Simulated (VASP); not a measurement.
# CuI (P4/nmm) in VASP: notebook

The runs below take CuI through single point, relaxation of the atoms, with PBEsol.

All numbers are computed with VASP 6.6.1; they aren't measurements. Logs are shortened: lines on timing, memory, paths and dates and some standing lists are left out, and cuts for length are marked.

## Step 1: The cell of the first run

Symmetry: P4/nmm, No. 129, tetragonal system. The conventional cell has a = 4.026 Å, b = 4.026 Å, c = 6.506 Å, α = 90.00°, β = 90.00°, γ = 90.00°. Within 3.5 Å of Cu (site symmetry -4m2) lie 4 I at 2.62 Å and 4 Cu at 2.85 Å. Within 3.5 Å of I (site symmetry 4mm) lie 4 Cu at 2.62 Å.

## Step 2: Single point, PBEsol

INCAR reads:

```
PREC = Accurate
ENCUT = 600
EDIFF = 1E-6
ISMEAR = 0
SIGMA = 0.01
LREAL = F
LASPH = T
NELM = 120
ALGO = Normal
ISIF = 2
LWAVE = F
LCHARG = F
GGA = PS
NBANDS = 26
GGA_COMPAT = F
```

KPOINTS reads:

```
regular mesh
0
Gamma
  6 6 4
```

POSCAR reads:

```
CuI
1.0
    4.0256558206      0.0000000000      0.0000000000
    0.0000000000      4.0256558206      0.0000000000
    0.0000000000      0.0000000000      6.5060066638
Cu I
2 2
Direct
    0.0000000000      0.0000000000      0.0000000000
    0.5000000000      0.5000000000      0.0000000000
    0.0000000000      0.5000000000      0.2587514685
    0.5000000000      0.0000000000      0.7412485315
```

Potentials or basis: VASP PAW PBE potentials, release 64 (Cu, I).

Run with:

```
$ cat potpaw_PBE.64/Cu/POTCAR potpaw_PBE.64/I/POTCAR > POTCAR
$ mpirun -np 1 vasp_std > vasp.out
```

OUTCAR:

```text
PREC = Accurate
   ENCUT = 600
   EDIFF = 1E-6
   ISMEAR = 0
   LREAL = F
   LASPH = T
   NELM = 120
   ISIF = 2
   GGA = PS

 ion  position               nearest neighbor table
   1  0.000  0.000  0.000-   3 2.62   4 2.62   3 2.62   4 2.62
   2  0.500  0.500  0.000-   3 2.62   4 2.62   4 2.62   3 2.62
   3  0.000  0.500  0.259-   1 2.62   2 2.62   1 2.62   2 2.62
   4  0.500  0.000  0.741-   1 2.62   2 2.62   2 2.62   1 2.62

  LATTYP: Found a simple tetragonal cell.
 ALAT       =     4.0256558206
 C/A-ratio  =     1.6161358431

  Lattice vectors:

 A1 = (   4.0256558206,   0.0000000000,   0.0000000000)
 A2 = (   0.0000000000,   4.0256558206,   0.0000000000)
 A3 = (   0.0000000000,   0.0000000000,   6.5060066638)

Analysis of symmetry for initial positions (statically):
=====================================================================
 Subroutine PRICEL returns:
 Original cell was already a primitive cell.

 Routine SETGRP: Setting up the symmetry group for a
 simple tetragonal supercell.

 Subroutine GETGRP returns: Found 16 space group operations
 (whereof  8 operations were pure point group operations)
 out of a pool of 16 trial point group operations.

The static configuration has the point symmetry D_2d.
 The point group associated with its full space group is D_4h.

Analysis of symmetry for dynamics (positions and initial velocities):
=====================================================================
 Subroutine PRICEL returns:
 Original cell was already a primitive cell.

 Routine SETGRP: Setting up the symmetry group for a
 simple tetragonal supercell.

 Subroutine GETGRP returns: Found 16 space group operations
 (whereof  8 operations were pure point group operations)
 out of a pool of 16 trial point group operations.

The dynamic configuration has the point symmetry D_2d.
 The point group associated with its full space group is D_4h.

 Subroutine INISYM returns: Found 16 space group operations
 (whereof  8 operations are pure point group operations),
 and found     1 'primitive' translations

----------------------------------------------------------------------------------------

                                     Primitive cell

  volume of cell :     105.4357

  direct lattice vectors                    reciprocal lattice vectors
     4.025655821  0.000000000  0.000000000     0.248406730  0.000000000  0.000000000
     0.000000000  4.025655821  0.000000000     0.000000000  0.248406730  0.000000000
     0.000000000  0.000000000  6.506006664     0.000000000  0.000000000  0.153704116

  length of vectors
     4.025655821  4.025655821  6.506006664     0.248406730  0.248406730  0.153704116

  position of ions in fractional coordinates (direct lattice)
     0.000000000  0.000000000  0.000000000
     0.500000000  0.500000000  0.000000000
     0.000000000  0.500000000  0.258751469
     0.500000000  0.000000000  0.741248531

  ion indices of the primitive-cell ions
   primitive index   ion index
                 1           1
                 2           2
                 3           3
                 4           4

----------------------------------------------------------------------------------------

 KPOINTS: regular mesh

Automatic generation of k-mesh.
 Grid dimensions read from file:
 generate k-points for:    6    6    4

 Generating k-lattice:

  Cartesian coordinates                     Fractional coordinates (reciprocal lattice)
     0.041401122  0.000000000  0.000000000     0.166666667  0.000000000  0.000000000
     0.000000000  0.041401122  0.000000000     0.000000000  0.166666667  0.000000000
     0.000000000  0.000000000  0.038426029     0.000000000  0.000000000  0.250000000

  Length of vectors
     0.041401122  0.041401122  0.038426029

  Shift w.r.t. Gamma in fractional coordinates (k-lattice)
     0.000000000  0.000000000  0.000000000

 Subroutine IBZKPT returns following result:
 ===========================================

 Found     30 irreducible k-points:

 Following reciprocal coordinates:
            Coordinates               Weight
  0.000000  0.000000  0.000000      1.000000
  0.166667  0.000000  0.000000      4.000000
  0.333333  0.000000  0.000000      4.000000
  0.500000  0.000000  0.000000      2.000000
  0.166667  0.166667  0.000000      4.000000
  0.333333  0.166667  0.000000      8.000000
[... 16 lines left out ...]
  0.333333  0.000000  0.500000      4.000000
  0.500000  0.000000  0.500000      2.000000
 [... further k-points ...]
   k-points           NKPTS =     30   k-points in BZ     NKDIM =     30   number of bands    NBANDS=     26
   number of dos      NEDOS =    301   number of ions     NIONS =      4
   total plane-waves  NPLWV =  55296
   dimension x,y,z NGX =    32 NGY =   32 NGZ =   54
   dimension x,y,z NGXF=    64 NGYF=   64 NGZF=  108
   ions per type =               2   2
   NGX,Y,Z   is equivalent  to a cutoff of  13.21, 13.21, 13.80 a.u.
   NGXF,Y,Z  is equivalent  to a cutoff of  26.43, 26.43, 27.60 a.u.
 SYSTEM =  unknown system
   PREC   = accura    normal or accurate (medium, high low for compatibility)
   ISTART =      0    job   : 0-new  1-cont  2-samecut
   ICHARG =      2    charge: 1-file 2-atom 10-const
   ISPIN  =      1    spin polarized calculation?
   LNONCOLLINEAR =      F non collinear calculations
   LSORBIT =      F    spin-orbit coupling
   LASPH  =      T    aspherical Exc in radial PAW
   ENCUT  =  600.0 eV  44.10 Ry    6.64 a.u.   8.04  8.04 12.99*2*pi/ulx,y,z
   NELM   =    120;   NELMIN=  2; NELMDL= -5     # of ELM steps
   EDIFF  = 0.1E-05   stopping-criterion for ELM
   LREAL  =      F    real-space projection
   EDIFFG = 0.1E-04   stopping-criterion for IOM
   NSW    =      0    number of steps for IOM
   IBRION =     -1    ionic relax: 0-MD 1-quasi-New 2-CG
   NFREE  =      0    steps in history (QN), initial steepest desc. (CG)
   ISIF   =      2    stress and relaxation
   ISYM   =      2    0-nonsym 1-usesym 2-fastsym
   POTIM  = 0.5000    time-step for ionic-motion
   TEBEG  =    0.0;   TEEND  =   0.0 temperature during run
   PSTRESS=    0.0 pullay stress
   NELECT =      36.0000    total number of electrons
   NUPDOWN=      -1.0000    fix difference up-down
   EMIN   =  10.00;   EMAX   =-10.00  energy-range for DOS
   EFERMI =   0.00;   METHOD = LEGACY
   ISMEAR =     0;   SIGMA  =   0.01  broadening in eV -4-tet -1-fermi 0-gaus
   EFERMI_NEDOS =   21; number of points for ismear=-14 and -15
   IALGO  =     38    algorithm
   IMIX   =      4    mixing-type and parameters
     AMIX     =   0.40;   BMIX     =  1.00
     AMIX_MAG =   1.60;   BMIX_MAG =  1.00
  volume/ion in A,a.u.               =      26.36       177.88
  Fermi-wavevector in a.u.,A,eV,Ry     =   1.144229  2.162280 17.813574  1.309261
  Thomas-Fermi vector in A             =   2.280922
   LORBIT       =      0    0 simple, 1 ext, 2 COOP (PROOUT), +10 PAW based schemes
   GGA     = PS    functional components
   LHFCALC =     F    Hartree Fock is set to
   AEXX    =    0.0000 exact exchange contribution
   IVDW    =     0    specifies the selected vdW correction
   LEPSILON=     F    determine dielectric tensor
   LRPA    =     F    only Hartree local field effects (RPA)
 non-spin polarized calculation
 Gauss-broadening in eV      SIGMA  =   0.01
  energy-cutoff  :      600.00
  volume of cell :      105.44
 maximum number of plane-waves:      3560
   NGX = 17   NGY = 17   NGZ = 25

 number of electron      35.9999988 magnetization

 Free energy of the ion-electron system (eV)
  ---------------------------------------------------
  ext. energy  EPLUGINS =         0.00000000
  ---------------------------------------------------
  free energy    TOTEN  =       -12.64368518 eV

  energy without entropy =      -12.64368518  energy(sigma->0) =      -12.64368518

 E-fermi :   4.8280     XC(G=0):  -9.3518

 val. band max:        4.7160559630   @ k =   0.0000   0.0000   0.0000
 cond. band min:       6.2566991224   @ k =   0.0000   0.0000   0.0000
 fundamental gap:      1.5406431594
 Fermi energy:         4.8279832868

 k-point     1 :       0.0000    0.0000    0.0000
  band No.  band energies     occupation
      1      -9.4085      2.00000
      2      -8.6603      2.00000
      3      -1.3407      2.00000
      4       0.7542      2.00000
      5       0.9834      2.00000
      6       0.9834      2.00000
[... 18 lines left out ...]
     25      13.0509      0.00000
     26      13.3686      0.00000

 k-point     2 :       0.1667    0.0000    0.0000
  band No.  band energies     occupation
      1      -9.2966      2.00000
      2      -8.6316      2.00000
      3      -1.1541      2.00000
      4       0.6348      2.00000
      5       0.6515      2.00000
      6       0.9168      2.00000
[... 18 lines left out ...]
     25      12.7810      0.00000
     26      13.3693      0.00000

 k-point     3 :       0.3333    0.0000    0.0000
  band No.  band energies     occupation
      1      -9.0187      2.00000
      2      -8.6123      2.00000
      3      -0.7198      2.00000
      4      -0.2469      2.00000
      5       0.0496      2.00000
      6       0.7599      2.00000
[... 18 lines left out ...]
     25      11.6910      0.00000
     26      12.1212      0.00000

 k-point     4 :       0.5000    0.0000    0.0000
  band No.  band energies     occupation
      1      -8.7369      2.00000
      2      -8.7369      2.00000
      3      -0.6533      2.00000
      4      -0.6533      2.00000
      5       0.3104      2.00000
      6       0.3104      2.00000
[... 18 lines left out ...]
     25      11.2658      0.00000
     26      11.2658      0.00000

 k-point     5 :       0.1667    0.1667    0.0000
  band No.  band energies     occupation
      1      -9.1888      2.00000
      2      -8.5979      2.00000
      3      -0.9776      2.00000
      4       0.4556      2.00000
      5       0.5514      2.00000
      6       0.7503      2.00000
[... 18 lines left out ...]
     25      11.3240      0.00000
     26      12.8030      0.00000

 k-point     6 :       0.3333    0.1667    0.0000
  band No.  band energies     occupation
      1      -8.9241      2.00000
      2      -8.5631      2.00000
      3      -0.6245      2.00000
      4      -0.2672      2.00000
      5       0.0411      2.00000
      6       0.7819      2.00000
[... 427 lines left out ...]
 k-point    21 :       0.0000    0.0000    0.5000
  band No.  band energies     occupation
      1      -9.2075      2.00000
      2      -8.9137      2.00000
      3      -0.6210      2.00000
      4       0.0100      2.00000
      5       0.8762      2.00000
      6       0.8762      2.00000
[... 18 lines left out ...]
     25      10.5961      0.00000
     26      12.1190      0.00000

 k-point    22 :       0.1667    0.0000    0.5000
  band No.  band energies     occupation
      1      -9.1134      2.00000
      2      -8.8539      2.00000
      3      -0.6513      2.00000
      4      -0.0713      2.00000
      5       0.7107      2.00000
      6       0.9265      2.00000
[... 18 lines left out ...]
     25      10.6953      0.00000
     26      12.7898      0.00000

 k-point    23 :       0.3333    0.0000    0.5000
  band No.  band energies     occupation
      1      -8.8974      2.00000
      2      -8.7409      2.00000
      3      -0.9279      2.00000
      4      -0.6363      2.00000
      5       0.6875      2.00000
      6       0.8699      2.00000
[... 18 lines left out ...]
     25      11.9755      0.00000
     26      12.4444      0.00000

 k-point    24 :       0.5000    0.0000    0.5000
  band No.  band energies     occupation
      1      -8.7307      2.00000
      2      -8.7307      2.00000
      3      -1.0834      2.00000
      4      -1.0834      2.00000
      5       0.8629      2.00000
      6       0.8629      2.00000
[... 18 lines left out ...]
     25      12.5833      0.00000
     26      12.5833      0.00000

 [... further k-points ...]

------------------------ aborting loop because EDIFF is reached ----------------------------------------

  FORCE on cell =-STRESS in cart. coord.  units (eV):
  Direction    XX          YY          ZZ          XY          YZ          ZX
  --------------------------------------------------------------------------------------
  -------------------------------------------------------------------------------------
  Total       -0.0815467     -0.0815467      0.0266625      0.0000000      0.0000000      0.0000000
  in kB       -1.2391651     -1.2391651      0.4051571      0.0000000      0.0000000      0.0000000
  external PRESSURE =      -0.6910577 kB  Pullay stress =       0.0000000 kB

 VOLUME and BASIS-vectors are now :
 -----------------------------------------------------------------------------
  energy-cutoff  :      600.00
  volume of cell :      105.44
      direct lattice vectors                 reciprocal lattice vectors
     4.025655821  0.000000000  0.000000000     0.248406730  0.000000000  0.000000000
     0.000000000  4.025655821  0.000000000     0.000000000  0.248406730  0.000000000
     0.000000000  0.000000000  6.506006664     0.000000000  0.000000000  0.153704116

 POSITION                                       TOTAL-FORCE (eV/Angst)
 -----------------------------------------------------------------------------------
      0.00000      0.00000      0.00000         0.000000     -0.000000      0.000000
      2.01283      2.01283      0.00000         0.000000      0.000000      0.000000
      0.00000      2.01283      1.68344         0.000000      0.000000      0.020735
      2.01283      0.00000      4.82257         0.000000      0.000000     -0.020735
 -----------------------------------------------------------------------------------
    total drift:                                0.000000     -0.000000     -0.000000

  FREE ENERGIE OF THE ION-ELECTRON SYSTEM (eV)
  ---------------------------------------------------
  free  energy   TOTEN  =       -12.6436851838 eV

  energy  without entropy=      -12.6436851838  energy(sigma->0) =      -12.64368518
```

It took 42 s on 1 thread of Intel Xeon 6975P-C (Granite Rapids), shared host; peak memory 0.28 GiB.

Results:

```yaml
Free_energy: -12.6437 eV
Pressure: -0.1 GPa
Largest_force: 0.021 eV/Å
Band_gap_on_the_k_mesh: 1.54 eV
```

Forces on the atoms (eV/Å):
```
Cu   0.000  0.000  0.000
Cu   0.000  0.000  0.000
I    0.000  0.000  0.021
I    0.000  0.000 -0.021
```

Stress tensor (GPa, compression positive):
```
-0.12  0.00  0.00
 0.00 -0.12  0.00
 0.00  0.00  0.04
```

Levels at points of the mesh, in eV from the valence-band top:
| k point | band 16 | band 17 | band 18 | band 19 | band 20 | band 21 |
| --- | --- | --- | --- | --- | --- | --- |
| (0.00, 0.00, 0.00) | -0.90 | 0.00 | 0.00 | 1.54 | 3.09 | 3.29 |
| (0.50, 0.00, 0.00) | -1.23 | -0.50 | -0.50 | 3.67 | 3.67 | 4.87 |
| (0.50, 0.50, 0.00) | -1.81 | -1.17 | -1.17 | 2.55 | 2.55 | 2.67 |
| (0.00, 0.00, 0.50) | -1.26 | -0.32 | -0.32 | 3.29 | 3.30 | 3.43 |
| (0.50, 0.00, 0.50) | -0.83 | -0.47 | -0.47 | 2.19 | 2.19 | 5.07 |
| (0.50, 0.50, 0.50) | -1.81 | -1.08 | -1.08 | 3.95 | 3.95 | 4.09 |

Caveat: the PAW data sets were made with another functional, which shifts forces and pressure a little; spin-orbit coupling is left out, which moves the levels of the heavy elements; this functional lacks dispersion, which binds the layers, so the pressure and a relaxed spacing across them are unreliable.

## Step 3: Relaxation of the atoms, PBEsol

This run uses another cell than the first one, of 25.58 Å³/atom.

INCAR reads:

```
PREC = Accurate
ENCUT = 520
EDIFF = 1E-7
ISMEAR = 0
SIGMA = 0.01
LREAL = False
LASPH = True
NELM = 120
ALGO = Normal
ISIF = 2
LWAVE = False
LCHARG = False
GGA = PS
IBRION = 2
NSW = 50
EDIFFG = -0.002
GGA_COMPAT = False
NELMIN = 4
```

KPOINTS is that of step 2.

POSCAR reads:

```
CuI
1.0
    3.9855995437      0.0000000000      0.0000000000
    0.0000000000      3.9855995437      0.0000000000
    0.0000000000      0.0000000000      6.4412702791
Cu I
2 2
Direct
    0.0000000000      0.0000000000      0.0000000000
    0.5000000000      0.5000000000      0.0000000000
    0.0000000000      0.5000000000      0.2614620756
    0.5000000000      0.0000000000      0.7385379244
```

Potentials or basis: VASP PAW PBE potentials, release 64 (Cu, I).

Run with:

```
$ cat potpaw_PBE.64/Cu/POTCAR potpaw_PBE.64/I/POTCAR > POTCAR
$ mpirun -np 1 vasp_std > vasp.out
```

Wall time 94 s (1 thread of Intel Xeon 6975P-C (Granite Rapids), shared host); peak memory 0.23 GiB.

It converged, with:

```yaml
Free_energy: -12.6419 eV
Energy_gained_by_relaxing: 0.8 meV/atom
Ionic_steps: 4
Pressure_after_relaxing: 0.3 GPa
Band_gap_on_the_k_mesh: 1.52 eV
```

Stress tensor (GPa, compression positive):
```
0.41 0.00 0.00
0.00 0.41 0.00
0.00 0.00 0.13
```

Step by step:
| step | energy change (eV) | largest force (eV/Å) | pressure (GPa) |
| --- | --- | --- | --- |
| 1 | 0.0000 | 0.1688 | 0.94 |
| 2 | -0.0022 | 0.1004 | 0.69 |
| 3 | -0.0030 | 0.0552 | 0.13 |
| 4 | -0.0034 | 0.0005 | 0.32 |

Final structure:
```
Cu I
1.0
     3.98560    0.00000    0.00000
     0.00000    3.98560    0.00000
     0.00000    0.00000    6.44127
Cu I
2 2
Direct
  0.00000 0.00000 0.00000
  0.50000 0.50000 0.00000
  0.00000 0.50000 0.26464
  0.50000 0.00000 0.73536
```

Levels at points of the mesh, in eV from the valence-band top:
| k point | band 15 | band 16 | band 17 | band 18 | band 19 | band 20 | band 21 | band 22 |
| --- | --- | --- | --- | --- | --- | --- | --- | --- |
| (0.00, 0.00, 0.00) | -1.29 | -1.01 | 0.00 | 0.00 | 1.52 | 3.17 | 3.33 | 4.85 |
| (0.50, 0.00, 0.00) | -1.32 | -1.32 | -0.52 | -0.52 | 3.73 | 3.73 | 4.79 | 4.79 |
| (0.50, 0.50, 0.00) | -1.86 | -1.86 | -1.22 | -1.22 | 2.43 | 2.43 | 2.54 | 2.54 |
| (0.00, 0.00, 0.50) | -1.43 | -1.29 | -0.38 | -0.38 | 3.36 | 3.43 | 3.49 | 4.22 |
| (0.50, 0.00, 0.50) | -0.87 | -0.87 | -0.49 | -0.49 | 2.09 | 2.09 | 5.11 | 5.11 |
| (0.50, 0.50, 0.50) | -1.86 | -1.86 | -1.10 | -1.10 | 3.93 | 3.93 | 4.08 | 4.08 |

Caveat: the PAW data sets were made with another functional, which shifts forces and pressure a little; spin-orbit coupling is left out, which moves the levels of the heavy elements; this functional lacks dispersion, which binds the layers, so the pressure and a relaxed spacing across them are unreliable.

(Part 1 of 2 ends here.)
